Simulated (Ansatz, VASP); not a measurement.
## ZnO: VASP beside Ansatz

```
CELL_PARAMETERS angstrom
3.23487 0.00000 0.00000
-1.61743 2.80148 0.00000
0.00000 0.00000 5.10807
ATOMIC_POSITIONS crystal
Zn 0.66667 0.33333 0.49758
Zn 0.33333 0.66667 0.99758
O 0.66667 0.33333 0.88273
O 0.33333 0.66667 0.38273
```

Change from the starting cell: strain along c alone, the other axes held, atoms relaxed: -2.0 %.

Alike in both runs: functional r2SCAN; k mesh 12 × 12 × 6; occupations gaussian, width 0.02 eV; no spin polarisation.

Ansatz relaxed the structure, and its values are those at the end. VASP's run is a single point on that final structure, the one shown.

|  | VASP | Ansatz |
| --- | --- | --- |
| version | VASP 6.6.1 | Ansatz 0.2.0 |
| potentials or method | VASP PAW PBE potentials, release 64 (Zn, O), cutoff 520 eV | scalar-relativistic, plane waves, PAW |
| valence electrons in the cell | 36 | 36 |

```tsv
	VASP	Ansatz	Ansatz less VASP
gap on the k mesh at the Fermi level (eV)	1.29	1.29	+0.002
least direct gap on the mesh (eV)	1.29	1.29	+0.002
pressure (GPa)	4.3	3.1	-1.16
rms of the force components (eV/Å)	0.004	0.000	-0.0042
```

VASP's potentials were made for PBE, not for r2SCAN. Ansatz's warnings: stress scf threshold loose.
